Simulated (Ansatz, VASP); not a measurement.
# Ir in VASP and in Ansatz

```
CELL_PARAMETERS angstrom
1.79644 1.03718 1.46643
-1.79644 1.03718 1.46643
0.00000 -2.07436 1.46643
ATOMIC_POSITIONS crystal
Ir 0.50000 0.50000 0.50000
```

Alike in both runs: functional PBEsol; k mesh 21 × 21 × 21; occupations gaussian, width 0.1 eV; no spin polarisation.

Ansatz relaxed the structure, and its values are those at the end. VASP's run is a single point on that final structure, the one shown.

|  | VASP | Ansatz |
| --- | --- | --- |
| version | VASP 6.6.1 | Ansatz 0.2.0 |
| potentials or method | VASP PAW PBE potentials, release 64 (Ir), cutoff 520 eV | scalar-relativistic, plane waves, PAW |
| valence electrons in the cell | 9 | 17 |

|  | VASP | Ansatz | Ansatz less VASP |
| --- | --- | --- | --- |
| gap on the k mesh at the Fermi level (eV) | none | none | - |
| pressure (GPa) | 0.5 | 0.0 | -0.49 |

VASP's potentials were made for PBE, not for PBEsol. A gap of «none» marks a metal or a gap that the smearing closes. With one functional, cell and mesh, what is left measures potentials, basis and numerics. VASP's potentials hold 9 valence electrons a cell and Ansatz's 17, so a difference there can come from the potentials and not from the codes.

Neither program's run includes spin-orbit coupling.
